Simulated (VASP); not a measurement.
Crystal: MnO.

```
Mn O
1.0
     0.00000    2.19385    2.19385
     2.19385    0.00000    2.19385
     2.19385    2.19385    0.00000
Mn O
1 1
Direct
  0.00000 0.00000 0.00000
  0.50000 0.50000 0.50000
```

Base run:

| Property | Result |
| --- | --- |
| Program | VASP 6.6.1 |
| Functional | r2SCAN |
| Potentials or basis | VASP PAW PBE potentials, release 64 (Mn_pv, O) |
| Cutoff | 520 eV |
| k mesh | 10 × 10 × 10 |
| Occupations | fermi-dirac, width 0.05 eV |
| Spin | collinear spin, ferromagnetic start |
| Starting moments | [4.0, 0.0] μB |

Its results: pressure 7.8 GPa; net moment 4.98 μB per cell; site moments Mn +4.52; O +0.24 μB.

Question: The run is repeated on the same cell with these changes: functional from r2SCAN to PBEsol; further incar settings from ALGO = Normal; EDIFF = 1e-06; NBANDS = 20 to ALGO = Normal; EDIFF = 1e-07; NBANDS = 20. What comes out?

Answer: Pressure -3.7 GPa; net moment 4.61 μB per cell; site moments Mn +4.20; O +0.19 μB.

Caveats: the PAW data sets were made with another functional, which shifts forces and pressure a little; a cell with one magnetic atom can't hold antiferromagnetic order, which such compounds often take.
